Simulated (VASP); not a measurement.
# ZnO (rock salt type) (Fm-3m) in VASP: settings compared

ZnO (rock salt type) is run at these levels: PBE, r2SCAN; tasks: single point.

Everything below comes from runs of VASP 6.6.1. Logs are shortened: lines on timing, memory, paths and dates and some standing lists are left out, and cuts for length are marked.

## 1. The cell of the first run

The structure is cubic, space group Fm-3m (No. 225). Conventional cell: a = 4.386 Å, b = 4.386 Å, c = 4.386 Å, α = 90.00°, β = 90.00°, γ = 90.00°. Within 2.9 Å of Zn (site symmetry m-3m) lie 6 O at 2.19 Å. O (site symmetry m-3m) has 6 Zn at 2.19 Å within 2.9 Å.

## 2. Single point, PBE

INCAR

```
SYSTEM = ZnO
ALGO = Normal ; EDIFF = 1E-7
ENCUT = 520 ; GGA = PE
ISIF = 2 ; ISMEAR = -1
LASPH = .True. ; LCHARG = .False.
LREAL = .False. ; LWAVE = .False.
NBANDS = 16 ; NELM = 100
PREC = Accurate ; SIGMA = 0.06122561905347299
```

KPOINTS

```
k-points
0
Gamma
  15 15 15
  0 0 0
```

POSCAR

```
ZnO
1.0
    0.0000000000      2.1928918071      2.1928918071
    2.1928918071      0.0000000000      2.1928918071
    2.1928918071      2.1928918071      0.0000000000
Zn O
1 1
Direct
    0.0000000000      0.0000000000      0.0000000000
    0.5000000000      0.5000000000      0.5000000000
```

Potentials or basis: VASP PAW PBE potentials, release 64 (Zn, O).

Launch:

```
> cat potpaw_PBE.64/Zn/POTCAR potpaw_PBE.64/O/POTCAR > POTCAR
> mpirun -np 1 vasp_std > vasp.out
```

OUTCAR:

```text
SYSTEM = ZnO
   EDIFF = 1E-7
   ENCUT = 520
   GGA = PE
   ISIF = 2
   ISMEAR = -1
   LASPH = .True.
   LREAL = .False.
   NELM = 100
   PREC = Accurate

 ion  position               nearest neighbor table
   1  0.000  0.000  0.000-   2 2.19   2 2.19   2 2.19   2 2.19   2 2.19   2 2.19
   2  0.500  0.500  0.500-   1 2.19   1 2.19   1 2.19   1 2.19   1 2.19   1 2.19

  LATTYP: Found a face centered cubic cell.
 ALAT       =     4.3857836142

  Lattice vectors:

 A1 = (   0.0000000000,   2.1928918071,   2.1928918071)
 A2 = (   2.1928918071,   0.0000000000,   2.1928918071)
 A3 = (   2.1928918071,   2.1928918071,   0.0000000000)

Analysis of symmetry for initial positions (statically):
=====================================================================
 Subroutine PRICEL returns:
 Original cell was already a primitive cell.

 Routine SETGRP: Setting up the symmetry group for a
 face centered cubic supercell.

 Subroutine GETGRP returns: Found 48 space group operations
 (whereof 48 operations were pure point group operations)
 out of a pool of 48 trial point group operations.

The static configuration has the point symmetry O_h .

Analysis of symmetry for dynamics (positions and initial velocities):
=====================================================================
 Subroutine PRICEL returns:
 Original cell was already a primitive cell.

 Routine SETGRP: Setting up the symmetry group for a
 face centered cubic supercell.

 Subroutine GETGRP returns: Found 48 space group operations
 (whereof 48 operations were pure point group operations)
 out of a pool of 48 trial point group operations.

The dynamic configuration has the point symmetry O_h .

 Subroutine INISYM returns: Found 48 space group operations
 (whereof 48 operations are pure point group operations),
 and found     1 'primitive' translations

----------------------------------------------------------------------------------------

                                     Primitive cell

  volume of cell :      21.0902

  direct lattice vectors                    reciprocal lattice vectors
     0.000000000  2.192891807  2.192891807    -0.228009425  0.228009425  0.228009425
     2.192891807  0.000000000  2.192891807     0.228009425 -0.228009425  0.228009425
     2.192891807  2.192891807  0.000000000     0.228009425  0.228009425 -0.228009425

  length of vectors
     3.101217334  3.101217334  3.101217334     0.394923909  0.394923909  0.394923909

  position of ions in fractional coordinates (direct lattice)
     0.000000000  0.000000000  0.000000000
     0.500000000  0.500000000  0.500000000

  ion indices of the primitive-cell ions
   primitive index   ion index
                 1           1
                 2           2

----------------------------------------------------------------------------------------

 KPOINTS: k-points

Automatic generation of k-mesh.
 Grid dimensions read from file:
 generate k-points for:   15   15   15

 Generating k-lattice:

  Cartesian coordinates                     Fractional coordinates (reciprocal lattice)
    -0.015200628  0.015200628  0.015200628     0.066666667  0.000000000  0.000000000
     0.015200628 -0.015200628  0.015200628     0.000000000  0.066666667  0.000000000
     0.015200628  0.015200628 -0.015200628     0.000000000  0.000000000  0.066666667

  Length of vectors
     0.026328261  0.026328261  0.026328261

  Shift w.r.t. Gamma in fractional coordinates (k-lattice)
     0.000000000  0.000000000  0.000000000

 Subroutine IBZKPT returns following result:
 ===========================================

 Found    120 irreducible k-points:

 Following reciprocal coordinates:
            Coordinates               Weight
  0.000000  0.000000  0.000000      1.000000
  0.066667  0.000000  0.000000      8.000000
  0.133333  0.000000  0.000000      8.000000
  0.200000  0.000000  0.000000      8.000000
  0.266667  0.000000  0.000000      8.000000
  0.333333  0.000000  0.000000      8.000000
[... 16 lines left out ...]
  0.133333  0.133333  0.000000      6.000000
  0.200000  0.133333  0.000000     24.000000
 [... further k-points ...]
   k-points           NKPTS =    120   k-points in BZ     NKDIM =    120   number of bands    NBANDS=     16
   number of dos      NEDOS =    301   number of ions     NIONS =      2
   total plane-waves  NPLWV =  13824
   dimension x,y,z NGX =    24 NGY =   24 NGZ =   24
   dimension x,y,z NGXF=    48 NGYF=   48 NGZF=   48
   ions per type =               1   1
   NGX,Y,Z   is equivalent  to a cutoff of  12.87, 12.87, 12.87 a.u.
   NGXF,Y,Z  is equivalent  to a cutoff of  25.73, 25.73, 25.73 a.u.
 SYSTEM =  ZnO
   PREC   = accura    normal or accurate (medium, high low for compatibility)
   ISTART =      0    job   : 0-new  1-cont  2-samecut
   ICHARG =      2    charge: 1-file 2-atom 10-const
   ISPIN  =      1    spin polarized calculation?
   LNONCOLLINEAR =      F non collinear calculations
   LSORBIT =      F    spin-orbit coupling
   LASPH  =      T    aspherical Exc in radial PAW
   ENCUT  =  520.0 eV  38.22 Ry    6.18 a.u.   5.77  5.77  5.77*2*pi/ulx,y,z
   NELM   =    100;   NELMIN=  2; NELMDL= -5     # of ELM steps
   EDIFF  = 0.1E-06   stopping-criterion for ELM
   LREAL  =      F    real-space projection
   EDIFFG = 0.1E-05   stopping-criterion for IOM
   NSW    =      0    number of steps for IOM
   IBRION =     -1    ionic relax: 0-MD 1-quasi-New 2-CG
   NFREE  =      0    steps in history (QN), initial steepest desc. (CG)
   ISIF   =      2    stress and relaxation
   ISYM   =      2    0-nonsym 1-usesym 2-fastsym
   POTIM  = 0.5000    time-step for ionic-motion
   TEBEG  =    0.0;   TEEND  =   0.0 temperature during run
   PSTRESS=    0.0 pullay stress
   NELECT =      18.0000    total number of electrons
   NUPDOWN=      -1.0000    fix difference up-down
   EMIN   =  10.00;   EMAX   =-10.00  energy-range for DOS
   EFERMI =   0.00;   METHOD = LEGACY
   ISMEAR =    -1;   SIGMA  =   0.06  broadening in eV -4-tet -1-fermi 0-gaus
   EFERMI_NEDOS =   21; number of points for ismear=-14 and -15
   IALGO  =     38    algorithm
   IMIX   =      4    mixing-type and parameters
     AMIX     =   0.40;   BMIX     =  1.00
     AMIX_MAG =   1.60;   BMIX_MAG =  1.00
  volume/ion in A,a.u.               =      10.55        71.16
  Fermi-wavevector in a.u.,A,eV,Ry     =   1.552882  2.934522 32.809668  2.411443
  Thomas-Fermi vector in A             =   2.657193
   LORBIT       =      0    0 simple, 1 ext, 2 COOP (PROOUT), +10 PAW based schemes
   GGA     = PE    functional components
   LHFCALC =     F    Hartree Fock is set to
   AEXX    =    0.0000 exact exchange contribution
   IVDW    =     0    specifies the selected vdW correction
   LEPSILON=     F    determine dielectric tensor
   LRPA    =     F    only Hartree local field effects (RPA)
 non-spin polarized calculation
  energy-cutoff  :      520.00
  volume of cell :       21.09
 maximum number of plane-waves:       578
   NGX = 11   NGY = 11   NGZ = 11

 number of electron      17.9999996 magnetization

 Free energy of the ion-electron system (eV)
  ---------------------------------------------------
  ext. energy  EPLUGINS =         0.00000000
  ---------------------------------------------------
  free energy    TOTEN  =        -8.62216935 eV

  energy without entropy =       -8.62212179  energy(sigma->0) =       -8.62214557

 E-fermi :   2.4325     XC(G=0): -11.8835

 val. band max:        1.9937752721   @ k =   0.4667   0.0000   0.0000
 cond. band min:       2.5630948080   @ k =   0.0000   0.0000   0.0000
 fundamental gap:      0.5693195359
 Fermi energy:         2.4324511220

 k-point     1 :       0.0000    0.0000    0.0000
  band No.  band energies     occupation
      1     -15.9476      2.00000
      2      -2.7477      2.00000
      3      -2.7477      2.00000
      4      -2.7477      2.00000
      5      -2.5637      2.00000
      6      -2.5637      2.00000
[... 8 lines left out ...]
     15      20.3996      0.00000
     16      20.3996      0.00000

 k-point     2 :       0.0667    0.0000    0.0000
  band No.  band energies     occupation
      1     -15.9046      2.00000
      2      -2.7718      2.00000
      3      -2.7448      2.00000
      4      -2.7448      2.00000
      5      -2.6031      2.00000
      6      -2.6031      2.00000
[... 8 lines left out ...]
     15      20.6204      0.00000
     16      20.6205      0.00000

 k-point     3 :       0.1333    0.0000    0.0000
  band No.  band energies     occupation
      1     -15.7801      2.00000
      2      -2.8675      2.00000
      3      -2.7999      2.00000
      4      -2.7999      2.00000
      5      -2.6432      2.00000
      6      -2.6432      2.00000
[... 8 lines left out ...]
     15      21.0777      0.00000
     16      21.0777      0.00000

 k-point     4 :       0.2000    0.0000    0.0000
  band No.  band energies     occupation
      1     -15.5880      2.00000
      2      -3.1066      2.00000
      3      -2.9639      2.00000
      4      -2.9639      2.00000
      5      -2.6020      2.00000
      6      -2.6020      2.00000
[... 8 lines left out ...]
     15      21.7387      0.00000
     16      21.7387      0.00000
[... 324 lines left out ...]
 k-point    22 :      -0.0667    0.0667    0.0000
  band No.  band energies     occupation
      1     -15.8347      2.00000
      2      -2.7981      2.00000
      3      -2.7897      2.00000
      4      -2.7267      2.00000
      5      -2.7247      2.00000
      6      -2.5866      2.00000
[... 8 lines left out ...]
     15      20.5859      0.00000
     16      21.6981      0.00000

 k-point    23 :       0.1333    0.1333    0.0000
  band No.  band energies     occupation
      1     -15.7289      2.00000
      2      -3.0182      2.00000
      3      -2.8059      2.00000
      4      -2.7358      2.00000
      5      -2.7358      2.00000
      6      -2.5353      2.00000
[... 8 lines left out ...]
     15      23.6958      0.00000
     16      23.6958      0.00000

 k-point    24 :       0.2000    0.1333    0.0000
  band No.  band energies     occupation
      1     -15.5921      2.00000
      2      -3.2397      2.00000
      3      -2.8671      2.00000
      4      -2.7609      2.00000
      5      -2.7055      2.00000
      6      -2.5234      2.00000
[... 8 lines left out ...]
     15      23.7943      0.00000
     16      24.4022      0.00000

 [... further k-points ...]

------------------------ aborting loop because EDIFF is reached ----------------------------------------

  FORCE on cell =-STRESS in cart. coord.  units (eV):
  Direction    XX          YY          ZZ          XY          YZ          ZX
  --------------------------------------------------------------------------------------
  -------------------------------------------------------------------------------------
  Total       -0.6639814     -0.6639814     -0.6639814      0.0000000     -0.0000000      0.0000000
  in kB      -50.4411405    -50.4411405    -50.4411405      0.0000000     -0.0000000      0.0000000
  external PRESSURE =     -50.4411405 kB  Pullay stress =       0.0000000 kB

 VOLUME and BASIS-vectors are now :
 -----------------------------------------------------------------------------
  energy-cutoff  :      520.00
  volume of cell :       21.09
      direct lattice vectors                 reciprocal lattice vectors
     0.000000000  2.192891807  2.192891807    -0.228009425  0.228009425  0.228009425
     2.192891807  0.000000000  2.192891807     0.228009425 -0.228009425  0.228009425
     2.192891807  2.192891807  0.000000000     0.228009425  0.228009425 -0.228009425

 POSITION                                       TOTAL-FORCE (eV/Angst)
 -----------------------------------------------------------------------------------
      0.00000      0.00000      0.00000         0.000000      0.000000      0.000000
      2.19289      2.19289      2.19289         0.000000      0.000000      0.000000
 -----------------------------------------------------------------------------------
    total drift:                                0.000000     -0.000000     -0.000000

  FREE ENERGIE OF THE ION-ELECTRON SYSTEM (eV)
  ---------------------------------------------------
  free  energy   TOTEN  =        -8.6221693465 eV

  energy  without entropy=       -8.6221217878  energy(sigma->0) =       -8.62214557
```

Run time: 20 s. Hardware: 1 thread of Intel Xeon Platinum 8375C at 2.90GHz (Ice Lake), shared host; peak memory 0.16 GiB.

Results:

```yaml
Free_energy: -8.6222 eV
Pressure: -5.0 GPa
Band_gap_on_the_k_mesh: 0.57 eV, indirect (least direct gap 1.67 eV)
```

A k mesh can miss the band edges.

(Part 1 of 2 ends here.)
